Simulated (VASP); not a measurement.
# Si (P-1) in VASP: single point with LDA

Aim: the single point of Si with LDA.

Program: VASP 6.6.1. These are calculated values, not measurements. Logs are shortened: lines on timing, memory, paths and dates and some standing lists are left out, and cuts for length are marked.

### 1 The cell of the first run

The typed cell holds 2 atoms: a = 3.607 Å, b = 3.621 Å, c = 3.604 Å, α = 98.00°, β = 97.34°, γ = 137.40°.

### 2 Single point, LDA

Contents of INCAR:

```
SYSTEM = Si
  PREC = Accurate
  ENCUT = 520
  EDIFF = 1E-7
  ISMEAR = 0
  SIGMA = 0.15
  LREAL = .FALSE.
  LASPH = .TRUE.
  NELM = 60
  ALGO = Normal
  ISIF = 2
  LWAVE = .FALSE.
  LCHARG = .TRUE.
  GGA = CA
  LELF = .TRUE.
  LVHAR = .TRUE.
  NBANDS = 11
```

Contents of KPOINTS:

```
Automatic mesh
0
G
  14 14 14
  0 0 0
```

Contents of POSCAR:

```
Si
1.0
   -2.3742725767      2.3820206510      1.3028583253
    2.3767518971     -2.3905602315      1.3229698823
    2.3634022416      2.3796898965     -1.3184446585
Si
2
Direct
    0.2501109489      0.7502638760      0.4945334837
    0.4998890511      0.4997361240      0.0054665163
```

Potentials or basis: VASP PAW LDA potentials, release 64 (Si).

On the command line:

```console
$ cat potpaw_LDA.64/Si/POTCAR > POTCAR
$ mpirun -np 1 vasp_std > vasp.out
```

OUTCAR:

```text
SYSTEM = Si
   PREC = Accurate
   ENCUT = 520
   EDIFF = 1E-7
   ISMEAR = 0
   LREAL = .FALSE.
   LASPH = .TRUE.
   NELM = 60
   ISIF = 2
   GGA = CA

 ion  position               nearest neighbor table
   1  0.250  0.750  0.495-   2 2.43   2 2.44   2 2.48   2 2.50   2 3.07   2 3.08   2 3.09   2 3.11

   2  0.500  0.500  0.005-   1 2.43   1 2.44   1 2.48   1 2.50   1 3.07   1 3.08   1 3.09   1 3.11

  LATTYP: Found a triclinic cell.
 ALAT       =     3.5956920239
 B/A-ratio  =     1.3182910915
 C/A-ratio  =     0.7302747973
 COS(alpha) =     0.0019063038
 COS(beta)  =     0.3620717855
 COS(gamma) =     0.6568095195

  Lattice vectors:

 A1 = (  -2.3658815620,  -2.3711503160,  -1.3073835491)
 A2 = (  -4.7401541387,   0.0108703350,  -0.0045252238)
 A3 = (  -0.0024793204,   0.0085395805,  -2.6258282076)

Analysis of symmetry for initial positions (statically):
=====================================================================
 Subroutine PRICEL returns:
 Original cell was already a primitive cell.

 Routine SETGRP: Setting up the symmetry group for a
 triclinic supercell.

 Subroutine GETGRP returns: Found  2 space group operations
 (whereof  1 operations were pure point group operations)
 out of a pool of  2 trial point group operations.

The static configuration has the point symmetry C_1 .
 The point group associated with its full space group is S_2 .

Analysis of symmetry for dynamics (positions and initial velocities):
=====================================================================
 Subroutine PRICEL returns:
 Original cell was already a primitive cell.

 Routine SETGRP: Setting up the symmetry group for a
 triclinic supercell.

 Subroutine GETGRP returns: Found  2 space group operations
 (whereof  1 operations were pure point group operations)
 out of a pool of  2 trial point group operations.

The dynamic configuration has the point symmetry C_1 .
 The point group associated with its full space group is S_2 .

 Subroutine INISYM returns: Found  2 space group operations
 (whereof  1 operations are pure point group operations),
 and found     1 'primitive' translations

----------------------------------------------------------------------------------------

                                     Primitive cell

  volume of cell :      29.6336

  direct lattice vectors                    reciprocal lattice vectors
    -2.374272577  2.382020651  1.302858325     0.000120245  0.211257652  0.381519153
     2.376751897 -2.390560231  1.322969882     0.210604184  0.001726712  0.380638987
     2.363402242  2.379689896 -1.318444659     0.211445853  0.210492854  0.000484906

  length of vectors
     3.606748184  3.621322564  3.603732853     0.436103972  0.435020853  0.298356876

  position of ions in fractional coordinates (direct lattice)
     0.250110949  0.750263876  0.494533484
     0.499889051  0.499736124  0.005466516

  ion indices of the primitive-cell ions
   primitive index   ion index
                 1           1
                 2           2

----------------------------------------------------------------------------------------

 KPOINTS: Automatic mesh

Automatic generation of k-mesh.
 Grid dimensions read from file:
 generate k-points for:   14   14   14

 Generating k-lattice:

  Cartesian coordinates                     Fractional coordinates (reciprocal lattice)
     0.000008589  0.015089832  0.027251368     0.071428571  0.000000000 -0.000000000
     0.015043156  0.000123337  0.027188499    -0.000000000  0.071428571  0.000000000
     0.015103275  0.015035204  0.000034636    -0.000000000  0.000000000  0.071428571

  Length of vectors
     0.031150284  0.031072918  0.021311205

  Shift w.r.t. Gamma in fractional coordinates (k-lattice)
     0.000000000  0.000000000  0.000000000

 Subroutine IBZKPT returns following result:
 ===========================================

 Found   1376 irreducible k-points:

 Following reciprocal coordinates:
            Coordinates               Weight
  0.000000  0.000000  0.000000      1.000000
  0.071429  0.000000 -0.000000      2.000000
  0.142857  0.000000 -0.000000      2.000000
  0.214286  0.000000 -0.000000      2.000000
  0.285714  0.000000  0.000000      2.000000
  0.357143  0.000000 -0.000000      2.000000
[... 16 lines left out ...]
  0.000000  0.142857  0.000000      2.000000
  0.071429  0.142857 -0.000000      2.000000
 [... further k-points ...]
   k-points           NKPTS =   1376   k-points in BZ     NKDIM =   1376   number of bands    NBANDS=     11
   number of dos      NEDOS =    301   number of ions     NIONS =      2
   total plane-waves  NPLWV =  21952
   dimension x,y,z NGX =    28 NGY =   28 NGZ =   28
   dimension x,y,z NGXF=    56 NGYF=   56 NGZF=   56
   ions per type =               2
   NGX,Y,Z   is equivalent  to a cutoff of  12.91, 12.85, 12.92 a.u.
   NGXF,Y,Z  is equivalent  to a cutoff of  25.81, 25.71, 25.83 a.u.
 SYSTEM =  Si
   PREC   = accura    normal or accurate (medium, high low for compatibility)
   ISTART =      0    job   : 0-new  1-cont  2-samecut
   ICHARG =      2    charge: 1-file 2-atom 10-const
   ISPIN  =      1    spin polarized calculation?
   LNONCOLLINEAR =      F non collinear calculations
   LSORBIT =      F    spin-orbit coupling
   LASPH  =      T    aspherical Exc in radial PAW
   ENCUT  =  520.0 eV  38.22 Ry    6.18 a.u.   6.71  6.73  6.70*2*pi/ulx,y,z
   NELM   =     60;   NELMIN=  2; NELMDL= -5     # of ELM steps
   EDIFF  = 0.1E-06   stopping-criterion for ELM
   LREAL  =      F    real-space projection
   EDIFFG = 0.1E-05   stopping-criterion for IOM
   NSW    =      0    number of steps for IOM
   IBRION =     -1    ionic relax: 0-MD 1-quasi-New 2-CG
   NFREE  =      0    steps in history (QN), initial steepest desc. (CG)
   ISIF   =      2    stress and relaxation
   ISYM   =      2    0-nonsym 1-usesym 2-fastsym
   POTIM  = 0.5000    time-step for ionic-motion
   TEBEG  =    0.0;   TEEND  =   0.0 temperature during run
   PSTRESS=    0.0 pullay stress
   NELECT =       8.0000    total number of electrons
   NUPDOWN=      -1.0000    fix difference up-down
   EMIN   =  10.00;   EMAX   =-10.00  energy-range for DOS
   EFERMI =   0.00;   METHOD = LEGACY
   ISMEAR =     0;   SIGMA  =   0.15  broadening in eV -4-tet -1-fermi 0-gaus
   EFERMI_NEDOS =   21; number of points for ismear=-14 and -15
   IALGO  =     38    algorithm
   IMIX   =      4    mixing-type and parameters
     AMIX     =   0.40;   BMIX     =  1.00
     AMIX_MAG =   1.60;   BMIX_MAG =  1.00
  volume/ion in A,a.u.               =      14.82        99.99
  Fermi-wavevector in a.u.,A,eV,Ry     =   1.058059  1.999442 15.231578  1.119489
  Thomas-Fermi vector in A             =   2.193355
   LORBIT       =      0    0 simple, 1 ext, 2 COOP (PROOUT), +10 PAW based schemes
   GGA     = CA    functional components
   LHFCALC =     F    Hartree Fock is set to
   AEXX    =    0.0000 exact exchange contribution
   IVDW    =     0    specifies the selected vdW correction
   LEPSILON=     F    determine dielectric tensor
   LRPA    =     F    only Hartree local field effects (RPA)
 non-spin polarized calculation
 Gauss-broadening in eV      SIGMA  =   0.15
  energy-cutoff  :      520.00
  volume of cell :       29.63
 maximum number of plane-waves:       810
   NGX = 13   NGY = 13   NGZ = 13

 number of electron       8.0000000 magnetization

 Free energy of the ion-electron system (eV)
  ---------------------------------------------------
  ext. energy  EPLUGINS =         0.00000000
  ---------------------------------------------------
  free energy    TOTEN  =       -11.50042183 eV

  energy without entropy =      -11.49140572  energy(sigma->0) =      -11.49591378

 E-fermi :   9.4795     XC(G=0): -11.1013

 val. band max:        9.4791548894   @ k =  -0.2143  -0.1429   0.2857
 cond. band min:       9.4797996137   @ k =   0.1429  -0.2143   0.3571
 fundamental gap:      0.0006447243
 Fermi energy:         9.4795029083

 k-point     1 :       0.0000    0.0000    0.0000
  band No.  band energies     occupation
      1      -4.4666      2.00000
      2       6.8837      2.00000
      3       7.0185      2.00000
      4       7.5138      2.00000
      5      10.9702      0.00000
      6      17.1111      0.00000
      7      18.3698      0.00000
      8      18.6056      0.00000
      9      18.8488      0.00000
     10      19.6966      0.00000
     11      20.2097      0.00000

 k-point     2 :       0.0714    0.0000   -0.0000
  band No.  band energies     occupation
      1      -4.3272      2.00000
      2       6.4808      2.00000
      3       6.8499      2.00000
      4       8.2553      2.00000
      5      11.2917      0.00000
      6      16.2619      0.00000
      7      17.1100      0.00000
      8      18.1429      0.00000
      9      18.4034      0.00000
     10      19.5506      0.00000
     11      21.1280      0.00000

 k-point     3 :       0.1429    0.0000   -0.0000
  band No.  band energies     occupation
      1      -3.9096      2.00000
      2       6.0258      2.00000
      3       6.7318      2.00000
      4       9.3836      1.63430
      5      12.1609      0.00000
      6      14.4585      0.00000
      7      14.9938      0.00000
      8      16.9542      0.00000
      9      17.3463      0.00000
     10      18.5045      0.00000
     11      20.6726      0.00000
[... 267 lines left out ...]
 k-point    23 :       0.0000    0.1429    0.0000
  band No.  band energies     occupation
      1      -3.9123      2.00000
      2       5.9827      2.00000
      3       6.8124      2.00000
      4       9.3519      1.77092
      5      12.1497      0.00000
      6      14.4302      0.00000
      7      14.8873      0.00000
      8      17.1976      0.00000
      9      17.2668      0.00000
     10      18.6473      0.00000
     11      20.5355      0.00000

 k-point    24 :       0.0714    0.1429   -0.0000
  band No.  band energies     occupation
      1      -3.3484      2.00000
      2       6.0426      2.00000
      3       7.5731      2.00000
      4       9.6105      0.21668
      5      12.4133      0.00000
      6      12.7867      0.00000
      7      13.2467      0.00000
      8      15.6266      0.00000
      9      16.2603      0.00000
     10      17.6733      0.00000
     11      19.9634      0.00000

 [... further k-points ...]

------------------------ aborting loop because EDIFF is reached ----------------------------------------

  FORCE on cell =-STRESS in cart. coord.  units (eV):
  Direction    XX          YY          ZZ          XY          YZ          ZX
  --------------------------------------------------------------------------------------
  -------------------------------------------------------------------------------------
  Total        0.1316096     -0.0974134      0.0590804      0.0772750      0.1047372     -0.0658581
  in kB        7.1156370     -5.2667779      3.1942532      4.1779654      5.6627460     -3.5606975
  external PRESSURE =       1.6810374 kB  Pullay stress =       0.0000000 kB

 VOLUME and BASIS-vectors are now :
 -----------------------------------------------------------------------------
  energy-cutoff  :      520.00
  volume of cell :       29.63
      direct lattice vectors                 reciprocal lattice vectors
    -2.374272577  2.382020651  1.302858325     0.000120245  0.211257652  0.381519153
     2.376751897 -2.390560231  1.322969882     0.210604184  0.001726712  0.380638987
     2.363402242  2.379689896 -1.318444659     0.211445853  0.210492854  0.000484906

 POSITION                                       TOTAL-FORCE (eV/Angst)
 -----------------------------------------------------------------------------------
      2.35814     -0.02095      0.66642         0.159704      0.146779     -0.028578
      0.01380      0.00911      1.30521        -0.159704     -0.146779      0.028578
 -----------------------------------------------------------------------------------
    total drift:                               -0.000000     -0.000000      0.000000

  FREE ENERGIE OF THE ION-ELECTRON SYSTEM (eV)
  ---------------------------------------------------
  free  energy   TOTEN  =       -11.5004218297 eV

  energy  without entropy=      -11.4914057215  energy(sigma->0) =      -11.49591378
```

Wall time 12 min (1 thread of Intel Xeon 8259CL, shared host); peak memory 0.4 GiB.

Results:

```
Free energy            : -11.5004 eV
Pressure               : 0.2 GPa
Largest force          : 0.219 eV/Å
Band gap on the k mesh : zero (bands 4 and 5 overlap by 6.47 eV)
```

Forces in eV/Å, atoms in the order of the input:
```
Si   0.160  0.147 -0.029
Si  -0.160 -0.147  0.029
```

Stress tensor (GPa, compression positive):
```
 0.71  0.42 -0.36
 0.42 -0.53  0.57
-0.36  0.57  0.32
```
